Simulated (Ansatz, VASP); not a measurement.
# Two plane-wave programs on AgBr

File POSCAR:

```
AgBr
1.0
    0.0000000000      2.8927333264      2.8927333264
    2.8927333264      0.0000000000      2.8927333264
    2.8927333264      2.8927333264      0.0000000000
Ag Br
1 1
Direct
    0.0000000000      0.0000000000      0.0000000000
    0.5000000000      0.5000000000      0.5000000000
```

Contents of INCAR.step1:

```
SYSTEM = AgBr
PREC = Accurate ; ENCUT = 400
EDIFF = 1E-5 ; ISMEAR = 0
SIGMA = 0.01 ; LREAL = .FALSE.
LASPH = .TRUE. ; NELM = 120
ALGO = Normal ; ISIF = 2
LWAVE = .TRUE. ; GGA = PE
NBANDS = 16 ; GGA_COMPAT = .FALSE.
```

File INCAR.step2:

```
SYSTEM = AgBr
PREC = Accurate ; ENCUT = 400
EDIFF = 1E-6 ; ISMEAR = 0
SIGMA = 0.01 ; LREAL = .FALSE.
LASPH = .TRUE. ; NELM = 120
ALGO = Normal ; ISIF = 2
LWAVE = .FALSE. ; LCHARG = .TRUE.
GGA = PE ; LHFCALC = .TRUE.
AEXX = 0.35 ; HFSCREEN = 0.2078
PRECFOCK = Normal ; LELF = .TRUE.
LVHAR = .TRUE. ; ISTART = 1
NBANDS = 16 ; GGA_COMPAT = .FALSE.
```

File KPOINTS:

```
Automatic mesh
0
G
  4 4 4
  0 0 0
```

Input for Ansatz:

```yaml
crystal:
  lattice:
    - [0.0, 2.8927333264, 2.8927333264]
    - [2.8927333264, 0.0, 2.8927333264]
    - [2.8927333264, 2.8927333264, 0.0]
  atoms:
    - { symbol: Ag, position: [0.0, 0.0, 0.0] }
    - { symbol: Br, position: [0.5, 0.5, 0.5] }
kpoints:
  mp_grid: { grid: [4, 4, 4] }
hamiltonian:
  xc:
    exchange: pbe
    correlation: pbe
    exx: { coeff: 0.35, omega: 0.2078 }
scf:
  occupations: { method: fixed }
  n_extra_bands: 4
output:
  forces: true
  stress: true
  eigenvalues: true
```

Alike in both runs: task single point; functional PBE-based screened hybrid; k mesh 4 × 4 × 4; no spin polarisation.

|  | VASP | Ansatz |
| --- | --- | --- |
| version | VASP 6.6.1 | Ansatz 0.2.0 |
| potentials or method | VASP PAW PBE potentials, release 64 (Ag, Br) | plane waves |
| plane-wave cutoff (eV) | 400 | 420 |
| occupations | gaussian, width 0.01 eV | fixed |
| valence electrons in the cell | 18 | 26 |

VASP gave:

```
gap on the k mesh at the Fermi level (eV) : 2.58
pressure (GPa)                            : 0.7
```

Q: Which values does Ansatz return?

A: gap on the k mesh at the Fermi level (eV): 2.62; pressure (GPa): 1.0.

VASP's potentials were made for PBE, not for PBE-based screened hybrid. VASP's potentials hold 18 valence electrons a cell and Ansatz's 26, so a difference there can come from the potentials and not from the codes. Ansatz's warnings: stress exchange threshold loose, stress scf threshold loose.

The k mesh is coarse, so the values compare programs but aren't converged.
